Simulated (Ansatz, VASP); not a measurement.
**One calculation of Si, two programs**

```
CELL_PARAMETERS angstrom
2.43572 0.00000 0.00000
0.00000 2.43572 0.00000
0.00000 0.00000 2.43572
ATOMIC_POSITIONS crystal
Si 0.00000 0.00000 0.00000
```

Alike in both runs: task single point; functional RPBE; k mesh 14 × 14 × 14; occupations fermi-dirac, width 0.1 eV; no spin polarisation.

|  | VASP | Ansatz |
| --- | --- | --- |
| version | VASP 6.6.1 | Ansatz 0.2.0 |
| potentials or method | VASP PAW PBE potentials, release 64 (Si), cutoff 520 eV | plane waves (420 eV) with PAW, scalar-relativistic |
| valence electrons in the cell | 4 | 4 |

|  | VASP | Ansatz | Ansatz less VASP |
| --- | --- | --- | --- |
| pressure (GPa) | 16.8 | 17.3 | +0.49 |

VASP's potentials were made for PBE, not for RPBE. With one functional, cell and mesh, what is left measures potentials, basis and numerics.
